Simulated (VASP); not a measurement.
# TePb (Fm-3m) in VASP: notebook, part 2 of 2

VASP 6.6.1. The steps go on from the part before.

## (3) Single point, PBE

This run uses another cell than the first one, of 33.94 Å³/atom, 0.958 times its volume.

File INCAR:

```
PREC     = Accurate       # precision mode
ENCUT    = 500            # plane-wave cutoff, eV
EDIFF    = 1E-6           # SCF threshold, eV
ISMEAR   = 0              # smearing method
SIGMA    = 0.05           # smearing width, eV
LREAL    = F              # projectors in reciprocal space
LASPH    = T              # aspherical terms in the spheres
NELM     = 120            # most SCF steps
ALGO     = Normal         # electronic algorithm
ISIF     = 2              # what is computed and relaxed
LWAVE    = F              # write WAVECAR
LCHARG   = F              # write CHGCAR
GGA      = PE             # functional
NBANDS   = 17             # bands
GGA_COMPAT= F
```

File KPOINTS:

```
regular mesh
0
Gamma
  6 6 6
```

File POSCAR:

```
TePb
1.0
    0.0000000000      3.2377225259      3.2377225259
    3.2377225259      0.0000000000      3.2377225259
    3.2377225259      3.2377225259      0.0000000000
Pb Te
1 1
Direct
    0.5000000000      0.5000000000      0.5000000000
    0.0000000000      0.0000000000      0.0000000000
```

Potentials or basis: VASP PAW PBE potentials, release 64 (Pb_d, Te).

The run is started by

```sh
$ cat potpaw_PBE.64/Pb_d/POTCAR potpaw_PBE.64/Te/POTCAR > POTCAR
$ mpirun -np 1 vasp_std > vasp.out
```

OUTCAR:

```text
PREC = Accurate
   ENCUT = 500
   EDIFF = 1E-6
   ISMEAR = 0
   LREAL = F
   LASPH = T
   NELM = 120
   ISIF = 2
   GGA = PE

 ion  position               nearest neighbor table
   1  0.500  0.500  0.500-   2 3.24   2 3.24   2 3.24   2 3.24   2 3.24   2 3.24
   2  0.000  0.000  0.000-   1 3.24   1 3.24   1 3.24   1 3.24   1 3.24   1 3.24

  LATTYP: Found a face centered cubic cell.
 ALAT       =     6.4754450518

  Lattice vectors:

 A1 = (   0.0000000000,   3.2377225259,   3.2377225259)
 A2 = (   3.2377225259,   0.0000000000,   3.2377225259)
 A3 = (   3.2377225259,   3.2377225259,   0.0000000000)

Analysis of symmetry for initial positions (statically):
=====================================================================
 Subroutine PRICEL returns:
 Original cell was already a primitive cell.

 Routine SETGRP: Setting up the symmetry group for a
 face centered cubic supercell.

 Subroutine GETGRP returns: Found 48 space group operations
 (whereof 48 operations were pure point group operations)
 out of a pool of 48 trial point group operations.

The static configuration has the point symmetry O_h .

Analysis of symmetry for dynamics (positions and initial velocities):
=====================================================================
 Subroutine PRICEL returns:
 Original cell was already a primitive cell.

 Routine SETGRP: Setting up the symmetry group for a
 face centered cubic supercell.

 Subroutine GETGRP returns: Found 48 space group operations
 (whereof 48 operations were pure point group operations)
 out of a pool of 48 trial point group operations.

The dynamic configuration has the point symmetry O_h .

 Subroutine INISYM returns: Found 48 space group operations
 (whereof 48 operations are pure point group operations),
 and found     1 'primitive' translations

----------------------------------------------------------------------------------------

                                     Primitive cell

  volume of cell :      67.8811

  direct lattice vectors                    reciprocal lattice vectors
     0.000000000  3.237722526  3.237722526    -0.154429540  0.154429540  0.154429540
     3.237722526  0.000000000  3.237722526     0.154429540 -0.154429540  0.154429540
     3.237722526  3.237722526  0.000000000     0.154429540  0.154429540 -0.154429540

  length of vectors
     4.578831107  4.578831107  4.578831107     0.267479809  0.267479809  0.267479809

  position of ions in fractional coordinates (direct lattice)
     0.500000000  0.500000000  0.500000000
     0.000000000  0.000000000  0.000000000

  ion indices of the primitive-cell ions
   primitive index   ion index
                 1           1
                 2           2

----------------------------------------------------------------------------------------

 KPOINTS: regular mesh

Automatic generation of k-mesh.
 Grid dimensions read from file:
 generate k-points for:    6    6    6

 Generating k-lattice:

  Cartesian coordinates                     Fractional coordinates (reciprocal lattice)
    -0.025738257  0.025738257  0.025738257     0.166666667  0.000000000  0.000000000
     0.025738257 -0.025738257  0.025738257     0.000000000  0.166666667  0.000000000
     0.025738257  0.025738257 -0.025738257     0.000000000  0.000000000  0.166666667

  Length of vectors
     0.044579968  0.044579968  0.044579968

  Shift w.r.t. Gamma in fractional coordinates (k-lattice)
     0.000000000  0.000000000  0.000000000

 Subroutine IBZKPT returns following result:
 ===========================================

 Found     16 irreducible k-points:

 Following reciprocal coordinates:
            Coordinates               Weight
  0.000000  0.000000  0.000000      1.000000
  0.166667  0.000000  0.000000      8.000000
  0.333333  0.000000  0.000000      8.000000
  0.500000  0.000000  0.000000      4.000000
  0.166667  0.166667  0.000000      6.000000
  0.333333  0.166667  0.000000     24.000000
[... 8 lines left out ...]
 -0.333333  0.333333  0.166667     24.000000
 -0.333333  0.500000  0.166667     12.000000
   k-points           NKPTS =     16   k-points in BZ     NKDIM =     16   number of bands    NBANDS=     17
   number of dos      NEDOS =    301   number of ions     NIONS =      2
   total plane-waves  NPLWV =  46656
   dimension x,y,z NGX =    36 NGY =   36 NGZ =   36
   dimension x,y,z NGXF=    72 NGYF=   72 NGZF=   72
   ions per type =               1   1
   NGX,Y,Z   is equivalent  to a cutoff of  13.07, 13.07, 13.07 a.u.
   NGXF,Y,Z  is equivalent  to a cutoff of  26.14, 26.14, 26.14 a.u.
 SYSTEM =  unknown system
   PREC   = accura    normal or accurate (medium, high low for compatibility)
   ISTART =      0    job   : 0-new  1-cont  2-samecut
   ICHARG =      2    charge: 1-file 2-atom 10-const
   ISPIN  =      1    spin polarized calculation?
   LNONCOLLINEAR =      F non collinear calculations
   LSORBIT =      F    spin-orbit coupling
   LASPH  =      T    aspherical Exc in radial PAW
   ENCUT  =  500.0 eV  36.75 Ry    6.06 a.u.   8.35  8.35  8.35*2*pi/ulx,y,z
   NELM   =    120;   NELMIN=  2; NELMDL= -5     # of ELM steps
   EDIFF  = 0.1E-05   stopping-criterion for ELM
   LREAL  =      F    real-space projection
   EDIFFG = 0.1E-04   stopping-criterion for IOM
   NSW    =      0    number of steps for IOM
   IBRION =     -1    ionic relax: 0-MD 1-quasi-New 2-CG
   NFREE  =      0    steps in history (QN), initial steepest desc. (CG)
   ISIF   =      2    stress and relaxation
   ISYM   =      2    0-nonsym 1-usesym 2-fastsym
   POTIM  = 0.5000    time-step for ionic-motion
   TEBEG  =    0.0;   TEEND  =   0.0 temperature during run
   PSTRESS=    0.0 pullay stress
   NELECT =      20.0000    total number of electrons
   NUPDOWN=      -1.0000    fix difference up-down
   EMIN   =  10.00;   EMAX   =-10.00  energy-range for DOS
   EFERMI =   0.00;   METHOD = LEGACY
   ISMEAR =     0;   SIGMA  =   0.05  broadening in eV -4-tet -1-fermi 0-gaus
   EFERMI_NEDOS =   21; number of points for ismear=-14 and -15
   IALGO  =     38    algorithm
   IMIX   =      4    mixing-type and parameters
     AMIX     =   0.40;   BMIX     =  1.00
     AMIX_MAG =   1.60;   BMIX_MAG =  1.00
  volume/ion in A,a.u.               =      33.94       229.04
  Fermi-wavevector in a.u.,A,eV,Ry     =   1.089353  2.058578 16.145890  1.186689
  Thomas-Fermi vector in A             =   2.225554
   LORBIT       =      0    0 simple, 1 ext, 2 COOP (PROOUT), +10 PAW based schemes
   GGA     = PE    functional components
   LHFCALC =     F    Hartree Fock is set to
   AEXX    =    0.0000 exact exchange contribution
   IVDW    =     0    specifies the selected vdW correction
   LEPSILON=     F    determine dielectric tensor
   LRPA    =     F    only Hartree local field effects (RPA)
 non-spin polarized calculation
 Gauss-broadening in eV      SIGMA  =   0.05
  energy-cutoff  :      500.00
  volume of cell :       67.88
 maximum number of plane-waves:      1759
 NGX is ok and might be reduce to    36
   NGX = 17   NGY = 17   NGZ = 17

 number of electron      20.0000003 magnetization

 Free energy of the ion-electron system (eV)
  ---------------------------------------------------
  ext. energy  EPLUGINS =         0.00000000
  ---------------------------------------------------
  free energy    TOTEN  =        -7.50736435 eV

  energy without entropy =       -7.50736435  energy(sigma->0) =       -7.50736435

 E-fermi :   5.8220     XC(G=0):  -9.2727

 val. band max:        5.5434591146   @ k =   0.5000   0.0000   0.0000
 cond. band min:       6.2917260132   @ k =   0.5000   0.0000   0.0000
 fundamental gap:      0.7482668986
 Fermi energy:         5.8219575857

 k-point     1 :       0.0000    0.0000    0.0000
  band No.  band energies     occupation
      1     -11.1679      2.00000
      2     -11.1679      2.00000
      3     -11.1592      2.00000
      4     -11.1592      2.00000
      5     -11.1592      2.00000
      6      -6.4230      2.00000
[... 9 lines left out ...]
     16      11.3545      0.00000
     17      12.9309      0.00000
[... 281 lines left out ...]
 k-point    16 :      -0.3333    0.5000    0.1667
  band No.  band energies     occupation
      1     -11.2155      2.00000
      2     -11.1655      2.00000
      3     -11.1604      2.00000
      4     -11.1430      2.00000
      5     -11.1339      2.00000
      6      -4.6502      2.00000
[... 9 lines left out ...]
     16      16.2357      0.00000
     17      17.0520      0.00000

------------------------ aborting loop because EDIFF is reached ----------------------------------------

  FORCE on cell =-STRESS in cart. coord.  units (eV):
  Direction    XX          YY          ZZ          XY          YZ          ZX
  --------------------------------------------------------------------------------------
  -------------------------------------------------------------------------------------
  Total        0.7565683      0.7565683      0.7565683      0.0000000      0.0000000      0.0000000
  in kB       17.8570560     17.8570560     17.8570560      0.0000000      0.0000000      0.0000000
  external PRESSURE =      17.8570560 kB  Pullay stress =       0.0000000 kB

 VOLUME and BASIS-vectors are now :
 -----------------------------------------------------------------------------
  energy-cutoff  :      500.00
  volume of cell :       67.88
      direct lattice vectors                 reciprocal lattice vectors
     0.000000000  3.237722526  3.237722526    -0.154429540  0.154429540  0.154429540
     3.237722526  0.000000000  3.237722526     0.154429540 -0.154429540  0.154429540
     3.237722526  3.237722526  0.000000000     0.154429540  0.154429540 -0.154429540

 POSITION                                       TOTAL-FORCE (eV/Angst)
 -----------------------------------------------------------------------------------
      3.23772      3.23772      3.23772         0.000000      0.000000      0.000000
      0.00000      0.00000      0.00000        -0.000000     -0.000000     -0.000000
 -----------------------------------------------------------------------------------
    total drift:                                0.000000      0.000000      0.000000

  FREE ENERGIE OF THE ION-ELECTRON SYSTEM (eV)
  ---------------------------------------------------
  free  energy   TOTEN  =        -7.5073643493 eV

  energy  without entropy=       -7.5073643493  energy(sigma->0) =       -7.50736435
```

Run time: 23 s. Hardware: 1 thread of Intel Xeon Platinum 8488C (Sapphire Rapids), shared host; peak memory 0.2 GiB.

Results:

```yaml
Free_energy: -7.5074 eV
Pressure: 1.8 GPa
Band_gap_on_the_k_mesh: 0.75 eV, direct
```

Levels at points of the mesh, in eV from the valence-band top:
| k point | band 6 | band 7 | band 8 | band 9 | band 10 | band 11 | band 12 | band 13 | band 14 | band 15 |
| --- | --- | --- | --- | --- | --- | --- | --- | --- | --- | --- |
| (0.00, 0.00, 0.00) | -11.97 | -5.61 | -1.32 | -1.32 | -1.32 | 4.07 | 4.07 | 4.07 | 5.81 | 5.81 |
| (0.50, 0.00, 0.00) | -10.55 | -8.55 | -0.87 | -0.87 | 0.00 | 0.75 | 1.29 | 1.29 | 8.38 | 9.23 |
| (0.50, 0.50, 0.00) | -10.31 | -7.28 | -4.45 | -2.76 | -2.76 | 3.32 | 5.45 | 5.45 | 6.67 | 10.09 |

Caveat: spin-orbit coupling is left out, which moves the levels of the heavy elements. A k mesh can miss the band edges.

## (4) Single point, PBE

This run uses another cell than the first one, of 34.36 Å³/atom, 0.969 times its volume.

File INCAR:

```
SYSTEM = TePb
PREC = Accurate
ENCUT = 500
EDIFF = 1E-6
ISMEAR = 0
SIGMA = 0.05
LREAL = .FALSE.
LASPH = .TRUE.
NELM = 120
ALGO = Normal
ISIF = 2
LWAVE = .FALSE.
LCHARG = .FALSE.
GGA = PE
NBANDS = 17
GGA_COMPAT = .FALSE.
```

File KPOINTS:

```
regular mesh
0
G
  6 6 6
  0 0 0
```

File POSCAR:

```
TePb
1.0
    0.0000000000      3.2509488357      3.2509488357
    3.2509488357      0.0000000000      3.2509488357
    3.2509488357      3.2509488357      0.0000000000
Pb Te
1 1
Direct
    0.5000000000      0.5000000000      0.5000000000
    0.0000000000      0.0000000000      0.0000000000
```

The run is started by

```sh
$ cat potpaw_PBE.64/Pb_d/POTCAR potpaw_PBE.64/Te/POTCAR > POTCAR
$ mpirun -np 1 vasp_std > vasp.out
```

It took 19 s on 1 thread of Intel Xeon Platinum 8488C (Sapphire Rapids), shared host; peak memory 0.2 GiB.

Results (log left out):

```
Free energy            : -7.5155 eV
Pressure               : 1.2 GPa
Band gap on the k mesh : 0.77 eV, direct
```

Levels at points of the mesh, in eV from the valence-band top:
```
           k point  band 6  band 7  band 8  band 9  band 10  band 11  band 12  band 13  band 14  band 15
(0.00, 0.00, 0.00)  -11.86   -5.64   -1.27   -1.27    -1.27     4.06     4.06     4.06     5.84     5.84
(0.50, 0.00, 0.00)  -10.48   -8.49   -0.83   -0.83     0.00     0.77     1.32     1.32     8.37     9.21
(0.50, 0.50, 0.00)  -10.25   -7.26   -4.35   -2.69    -2.69     3.37     5.41     5.41     6.61    10.06
```

Caveat: spin-orbit coupling is left out, which moves the levels of the heavy elements.

## (5) Single point, PBE

File INCAR:

```
SYSTEM = TePb
  PREC = Accurate
  ENCUT = 500
  EDIFF = 1E-6
  ISMEAR = 0
  SIGMA = 0.05
  LREAL = .False.
  LASPH = .True.
  NELM = 120
  ALGO = Normal
  ISIF = 2
  LWAVE = .False.
  LCHARG = .False.
  GGA = PE
  NBANDS = 17
  GGA_COMPAT = .False.
```

File KPOINTS:

```
Automatic mesh
0
Gamma
  6 6 6
  0 0 0
```

File POSCAR:

```
TePb
1.0
    0.0000000000      3.2847681709      3.2847681709
    3.2847681709      0.0000000000      3.2847681709
    3.2847681709      3.2847681709      0.0000000000
Pb Te
1 1
Direct
    0.5000000000      0.5000000000      0.5000000000
    0.0000000000      0.0000000000      0.0000000000
```

The run is started by

```sh
$ cat potpaw_PBE.64/Pb_d/POTCAR potpaw_PBE.64/Te/POTCAR > POTCAR
$ mpirun -np 1 vasp_std > vasp.out
```

Wall time 16 s (1 thread of Intel Xeon Platinum 8488C (Sapphire Rapids), shared host); peak memory 0.2 GiB.

Results (log left out):

| Item | Value |
| --- | --- |
| Free energy | -7.5239 eV |
| Pressure | -0.1 GPa |
| Band gap on the k mesh | 0.83 eV, direct |

Levels at points of the mesh, in eV from the valence-band top:
| k point | band 6 | band 7 | band 8 | band 9 | band 10 | band 11 | band 12 | band 13 | band 14 | band 15 |
| --- | --- | --- | --- | --- | --- | --- | --- | --- | --- | --- |
| (0.00, 0.00, 0.00) | -11.61 | -5.71 | -1.15 | -1.15 | -1.15 | 4.03 | 4.03 | 4.03 | 5.92 | 5.92 |
| (0.50, 0.00, 0.00) | -10.30 | -8.33 | -0.73 | -0.73 | 0.00 | 0.83 | 1.40 | 1.40 | 8.34 | 9.14 |
| (0.50, 0.50, 0.00) | -10.10 | -7.21 | -4.11 | -2.51 | -2.51 | 3.51 | 5.30 | 5.30 | 6.43 | 10.00 |

Caveat: spin-orbit coupling is left out, which moves the levels of the heavy elements. A k mesh can miss the band edges.

## (6) Summary

```csv
spin,cell,cutoff (eV),gap on the mesh (eV),pressure (GPa)
"non-collinear, zero start, SOC","a = 4.645 Å, angles 60.0°, 2 atoms",520,-,0.0
off,"a = 4.579 Å, angles 60.0°, 2 atoms",500,0.75,1.8
off,"a = 4.598 Å, angles 60.0°, 2 atoms",500,0.77,1.2
off,"a = 4.645 Å, angles 60.0°, 2 atoms",500,0.83,-0.1
```

Alike in all rows: task single point; level PBE; potentials or basis VASP PAW PBE potentials, release 64 (Pb_d, Te); k mesh 6 × 6 × 6; smearing gaussian 0.05 eV.

Caveats: spin-orbit coupling is left out, which moves the levels of the heavy elements (some runs).

Total energies depend on the potentials used, so only differences within one code and one set of settings carry meaning.
